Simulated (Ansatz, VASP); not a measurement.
**Ta in VASP and in Ansatz**

File INCAR:

```
  PREC = Accurate
  ENCUT = 520
  EDIFF = 1E-7
  ISMEAR = -1
  SIGMA = 0.1
  LREAL = F
  LASPH = T
  NELM = 60
  ALGO = Normal
  ISIF = 2
  LWAVE = F
  LCHARG = T
  GGA = B5
  ALDAX = 1.0
  AGGAX = 1.0
  AGGAC = 1.0
  ALDAC = 0.0
  LELF = T
  LVHAR = T
  NBANDS = 12
```

Contents of KPOINTS:

```
Automatic mesh
0
Gamma
  14 14 14
```

File POSCAR:

```
Ta
1.0
    0.0000000000      2.1878691071      2.1878691071
    2.1878691071      0.0000000000      2.1878691071
    2.1878691071      2.1878691071      0.0000000000
Ta
1
Direct
    0.0000000000      0.0000000000      0.0000000000
```

Input for Ansatz:

```yaml
crystal:
  lattice:
    - [0.0, 2.1878691071, 2.1878691071]
    - [2.1878691071, 0.0, 2.1878691071]
    - [2.1878691071, 2.1878691071, 0.0]
  atoms:
    - { symbol: Ta, position: [0.0, 0.0, 0.0] }
hamiltonian:
  xc: blyp
  pseudopotentials:
    kind: paw
    azcp:
      Ta: "pseudopotentials/Ta.paw.azcp"
basis:
  ecutwfc: 420
  fft_grid_basis: typed
kpoints:
  mp_grid: { grid: [14, 14, 14], shift: [0, 0, 0] }
magnetization:
  spin_polarized: false
scf:
  occupations: { method: fermi_dirac, width: 0.1 }
  lower_state_search: "off"
output:
  stress: true
```

Alike in both runs: task single point; functional BLYP; k mesh 14 × 14 × 14; occupations fermi-dirac, width 0.1 eV; no spin polarisation.

|  | VASP | Ansatz |
| --- | --- | --- |
| version | VASP 6.6.1 | Ansatz 0.2.0 |
| potentials or method | VASP PAW PBE potentials, release 64 (Ta_pv), cutoff 520 eV | plane waves (420 eV) with PAW, scalar-relativistic |
| valence electrons in the cell | 11 | 13 |

Ansatz gave:

```
pressure (GPa) : -11.6
```

Task: What did VASP give for the same quantities?

Result: Pressure (GPa): -11.0.

VASP's potentials were made for PBE, not for BLYP. With one functional, cell and mesh, what is left measures potentials, basis and numerics. VASP's potentials hold 11 valence electrons a cell and Ansatz's 13, so a difference there can come from the potentials and not from the codes.

Neither program's run includes spin-orbit coupling.
